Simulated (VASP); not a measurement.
# CdS (Fm-3m) in VASP: further runs, part 2 of 2

VASP 6.6.1. The steps go on from the part before.

## 4. Relaxation of cell and atoms, r2SCAN

This run uses another cell than the first one, of 20.87 Å³/atom.

Input file POSCAR:

```
CdS
1.0
    2.7532440000      2.7532440000      0.0000000000
   -2.7532440000      2.7532440000      0.0000000000
    0.0000000000      2.7532440000      2.7532440000
Cd S
1 1
Direct
    0.0000000000      0.0000000000      0.0000000000
    0.5000000000      0.5000000000      0.0000000000
```

Input file INCAR.step1:

```
ALGO = Normal
EDIFF = 1E-4
ENCUT = 600
GGA = PE
ISMEAR = -1
LASPH = True
LCHARG = False
LREAL = False
LWAVE = True
NELM = 80
PREC = Accurate
SIGMA = 0.1
```

Input file INCAR.step2:

```
ALGO = Normal
EDIFF = 1E-6
EDIFFG = -0.002
ENCUT = 600
IBRION = 2
ISIF = 3
ISMEAR = -1
ISTART = 1
LASPH = True
LCHARG = False
LMIXTAU = True
LREAL = False
LWAVE = False
METAGGA = R2SCAN
NELM = 80
NSW = 100
PREC = Accurate
SIGMA = 0.1
```

Input file KPOINTS:

```
k-points
0
Gamma
  12 12 12
```

Potentials or basis: VASP PAW PBE potentials, release 64 (Cd, S).

Run with:

```sh
$ cat potpaw_PBE.64/Cd/POTCAR potpaw_PBE.64/S/POTCAR > POTCAR
$ cp INCAR.step1 INCAR
$ mpirun -np 1 vasp_std > vasp.out
$ cp INCAR.step2 INCAR
$ mpirun -np 1 vasp_std > vasp.out
```

OUTCAR:

```text
EDIFF = 1E-6
   EDIFFG = -0.002
   ENCUT = 600
   IBRION = 2
   ISIF = 3
   ISMEAR = -1
   ISTART = 1
   LASPH = True
   LREAL = False
   METAGGA = R2SCAN
   NELM = 80
   NSW = 100
   PREC = Accurate

 ion  position               nearest neighbor table
   1  0.000  0.000  0.000-   2 2.75   2 2.75   2 2.75   2 2.75   2 2.75   2 2.75
   2  0.500  0.500  0.000-   1 2.75   1 2.75   1 2.75   1 2.75   1 2.75   1 2.75

  LATTYP: Found a face centered cubic cell.
 ALAT       =     5.5064880000

  Lattice vectors:

 A1 = (   0.0000000000,   2.7532440000,   2.7532440000)
 A2 = (   2.7532440000,   0.0000000000,   2.7532440000)
 A3 = (   2.7532440000,   2.7532440000,   0.0000000000)

Analysis of symmetry for initial positions (statically):
=====================================================================
 Subroutine PRICEL returns:
 Original cell was already a primitive cell.

 Routine SETGRP: Setting up the symmetry group for a
 face centered cubic supercell.

 Subroutine GETGRP returns: Found 48 space group operations
 (whereof 48 operations were pure point group operations)
 out of a pool of 48 trial point group operations.

The static configuration has the point symmetry O_h .

Analysis of symmetry for dynamics (positions and initial velocities):
=====================================================================
 Subroutine PRICEL returns:
 Original cell was already a primitive cell.

 Routine SETGRP: Setting up the symmetry group for a
 face centered cubic supercell.

 Subroutine GETGRP returns: Found 48 space group operations
 (whereof 48 operations were pure point group operations)
 out of a pool of 48 trial point group operations.

The dynamic configuration has the point symmetry O_h .

 Subroutine INISYM returns: Found 48 space group operations
 (whereof 48 operations are pure point group operations),
 and found     1 'primitive' translations

----------------------------------------------------------------------------------------

                                     Primitive cell

  volume of cell :      41.7411

  direct lattice vectors                    reciprocal lattice vectors
     2.753244000  2.753244000  0.000000000     0.181603955  0.181603955 -0.181603955
    -2.753244000  2.753244000  0.000000000    -0.181603955  0.181603955 -0.181603955
     0.000000000  2.753244000  2.753244000     0.000000000  0.000000000  0.363207910

  length of vectors
     3.893675005  3.893675005  3.893675005     0.314547277  0.314547277  0.363207910

  position of ions in fractional coordinates (direct lattice)
     0.000000000  0.000000000  0.000000000
     0.500000000  0.500000000  0.000000000

  ion indices of the primitive-cell ions
   primitive index   ion index
                 1           1
                 2           2

----------------------------------------------------------------------------------------

 KPOINTS: k-points

Automatic generation of k-mesh.
 Grid dimensions read from file:
 generate k-points for:   12   12   12

 Generating k-lattice:

  Cartesian coordinates                     Fractional coordinates (reciprocal lattice)
[... 51 lines left out ...]
   PREC   = accura    normal or accurate (medium, high low for compatibility)
   ISTART =      1    job   : 0-new  1-cont  2-samecut
   ICHARG =      0    charge: 1-file 2-atom 10-const
   ISPIN  =      1    spin polarized calculation?
   LNONCOLLINEAR =      F non collinear calculations
   LSORBIT =      F    spin-orbit coupling
   LASPH  =      T    aspherical Exc in radial PAW
   ENCUT  =  600.0 eV  44.10 Ry    6.64 a.u.   7.78  7.78  7.78*2*pi/ulx,y,z
   NELM   =     80;   NELMIN=  2; NELMDL=  0     # of ELM steps
   EDIFF  = 0.1E-05   stopping-criterion for ELM
   LREAL  =      F    real-space projection
   EDIFFG = -.2E-02   stopping-criterion for IOM
   NSW    =    100    number of steps for IOM
   IBRION =      2    ionic relax: 0-MD 1-quasi-New 2-CG
   NFREE  =      1    steps in history (QN), initial steepest desc. (CG)
   ISIF   =      3    stress and relaxation
   ISYM   =      2    0-nonsym 1-usesym 2-fastsym
   POTIM  = 0.5000    time-step for ionic-motion
   TEBEG  =    0.0;   TEEND  =   0.0 temperature during run
   PSTRESS=    0.0 pullay stress
   NELECT =      18.0000    total number of electrons
   NUPDOWN=      -1.0000    fix difference up-down
   EMIN   =  10.00;   EMAX   =-10.00  energy-range for DOS
   EFERMI =   0.00;   METHOD = LEGACY
   ISMEAR =    -1;   SIGMA  =   0.10  broadening in eV -4-tet -1-fermi 0-gaus
   EFERMI_NEDOS =   21; number of points for ismear=-14 and -15
   IALGO  =     38    algorithm
   IMIX   =      4    mixing-type and parameters
     AMIX     =   0.40;   BMIX     =  1.00
     AMIX_MAG =   1.60;   BMIX_MAG =  1.00
  volume/ion in A,a.u.               =      20.87       140.84
  Fermi-wavevector in a.u.,A,eV,Ry     =   1.236833  2.337275 20.813583  1.529755
  Thomas-Fermi vector in A             =   2.371425
   LORBIT       =      0    0 simple, 1 ext, 2 COOP (PROOUT), +10 PAW based schemes
   METAGGA = R2SCAN    functional components
   LHFCALC =     F    Hartree Fock is set to
   AEXX    =    0.0000 exact exchange contribution
   IVDW    =     0    specifies the selected vdW correction
   LEPSILON=     F    determine dielectric tensor
   LRPA    =     F    only Hartree local field effects (RPA)
 conjugate gradient relaxation of ions
 non-spin polarized calculation
  energy-cutoff  :      600.00
  volume of cell :       41.74
 maximum number of plane-waves:      1411
   NGX = 15   NGY = 15   NGZ = 15

--------------------------------------- Ionic step        1  -------------------------------------------

 number of electron      17.9999999 magnetization

 Free energy of the ion-electron system (eV)
  ---------------------------------------------------
  ext. energy  EPLUGINS =         0.00000000
  ---------------------------------------------------
  free energy    TOTEN  =       -29.52022304 eV

  energy without entropy =      -29.51954741  energy(sigma->0) =      -29.51988523

------------------------ aborting loop because EDIFF is reached ----------------------------------------

  FORCE on cell =-STRESS in cart. coord.  units (eV):
  Direction    XX          YY          ZZ          XY          YZ          ZX
  --------------------------------------------------------------------------------------
  -------------------------------------------------------------------------------------
  Total       -0.4841099     -0.4841099     -0.4841099      0.0000000     -0.0000000      0.0000000
  in kB      -18.5819146    -18.5819146    -18.5819146      0.0000000     -0.0000000      0.0000000
  external PRESSURE =     -18.5819146 kB  Pullay stress =       0.0000000 kB
[... 59 lines left out ...]
--------------------------------------- Ionic step        3  -------------------------------------------

 number of electron      17.9999998 magnetization

 Free energy of the ion-electron system (eV)
  ---------------------------------------------------
  ext. energy  EPLUGINS =         0.00000000
  ---------------------------------------------------
  free energy    TOTEN  =       -29.52607668 eV

  energy without entropy =      -29.52542784  energy(sigma->0) =      -29.52575226

 E-fermi :   3.2525     XC(G=0): -10.9775

 val. band max:        2.7038900001   @ k =   0.2500   0.1667   0.0000
 cond. band min:       3.4342405532   @ k =   0.5000   0.5000   0.0000
 fundamental gap:      0.7303505531
 Fermi energy:         3.2524537614

 k-point     1 :       0.0000    0.0000    0.0000
  band No.  band energies     occupation
      1     -10.6050      2.00000
      2      -5.1483      2.00000
      3      -5.1483      2.00000
      4      -5.1481      2.00000
      5      -5.1481      2.00000
      6      -5.1481      2.00000
      7       1.9444      2.00000
      8       1.9444      2.00000
      9       1.9444      2.00000
     10       4.2611      0.00008
     11      12.4288      0.00000
     12      12.4288      0.00000
     13      12.4288      0.00000
[... 354 lines left out ...]
  band No.  band energies     occupation
      1      -9.6840      2.00000
      2      -5.3258      2.00000
      3      -5.3045      2.00000
      4      -5.2541      2.00000
      5      -4.9749      2.00000
      6      -4.9450      2.00000
      7      -1.4808      2.00000
      8       1.7485      2.00000
      9       1.7628      2.00000
     10       6.7983      0.00000
     11       8.7151      0.00000
     12      10.9355      0.00000
     13      10.9396      0.00000

 [... further k-points ...]

------------------------ aborting loop because EDIFF is reached ----------------------------------------

  FORCE on cell =-STRESS in cart. coord.  units (eV):
  Direction    XX          YY          ZZ          XY          YZ          ZX
  --------------------------------------------------------------------------------------
  -------------------------------------------------------------------------------------
  Total        0.0022478      0.0022478      0.0022478      0.0000000     -0.0000000     -0.0000000
  in kB        0.0883665      0.0883665      0.0883665      0.0000000     -0.0000000     -0.0000000
  external PRESSURE =       0.0883665 kB  Pullay stress =       0.0000000 kB
[... 17 lines left out ...]
  FREE ENERGIE OF THE ION-ELECTRON SYSTEM (eV)
  ---------------------------------------------------
  free  energy   TOTEN  =       -29.5260766849 eV

  energy  without entropy=      -29.5254278414  energy(sigma->0) =      -29.52575226

 reached required accuracy - stopping structural energy minimisation
```

Wall time 4.3 min (1 thread of Intel Xeon Platinum 8488C (Sapphire Rapids), shared host); peak memory 0.23 GiB.

Results:

```yaml
Free_energy: -29.5261 eV
Relaxed_volume: 20.38 Å³/atom
Relaxed_cell: a = 3.863 Å, b = 3.863 Å, c = 3.863 Å, α = 60.00°, β = 60.00°, γ = 90.00°
Space_group_after_relaxing_to_0.1_Å: Fm-3m (No. 225)
Energy_gained_by_relaxing: 2.9 meV/atom
Ionic_steps: 3
Pressure_after_relaxing: 0.0 GPa
Band_gap_on_the_k_mesh: 0.73 eV (least direct gap 2.32 eV)
```

The path:
```
step  energy change (eV)  largest force (eV/Å)  pressure (GPa)  volume (Å³)
   1              0.0000                0.0000           -1.86        41.74
   2             -0.0045                0.0000            0.97        40.30
   3             -0.0059                0.0000            0.01        40.76
```

Final structure:
```yaml
crystal:
  lattice:
    - [2.73141, 2.73141, 0.00000]
    - [-2.73141, 2.73141, 0.00000]
    - [0.00000, 2.73141, 2.73141]
  atoms:
    - { symbol: Cd, position: [0.00000, 0.00000, 0.00000] }
    - { symbol: S, position: [0.50000, 0.50000, 0.00000] }
```

Levels at points of the mesh, in eV from the valence-band top:
```tsv
k point	band 7	band 8	band 9	band 10	band 11	band 12
(0.00, 0.00, 0.00)	-0.76	-0.76	-0.76	1.56	9.72	9.72
(0.50, 0.00, 0.00)	-4.90	-0.01	-0.01	4.06	6.46	6.46
(0.50, 0.50, 0.00)	-4.32	-2.18	-2.18	0.73	6.42	10.74
```

Caveat: the PAW data sets were made with another functional, which shifts forces and pressure a little.

## 5. The runs side by side

| task | cell | k mesh | cutoff (eV) | smearing | gap on the mesh (eV) | pressure (GPa) |
| --- | --- | --- | --- | --- | --- | --- |
| single point | a = 3.856 Å, angles 60.0, 60.0, 90.0°, 2 atoms | 8 × 8 × 8 | 520 | gaussian 0.01 eV | 0.73 | 0.5 |
| single point | a = 3.856 Å, angles 60.0, 60.0, 90.0°, 2 atoms | 12 × 12 × 12 | 520 | fermi-dirac 0.1 eV | 0.73 | 0.5 |
| relaxation of cell and atoms | relaxed from a = 3.894 Å, angles 60.0, 60.0, 90.0°, 2 atoms | 12 × 12 × 12 | 600 | fermi-dirac 0.1 eV | 0.73 | 0.0 |

Alike in all rows: level r2SCAN; potentials or basis VASP PAW PBE potentials, release 64 (Cd, S); no spin polarisation.

Caveats: the PAW data sets were made with another functional, which shifts forces and pressure a little.

Total energies depend on the potentials used, so only differences within one code and one set of settings carry meaning.
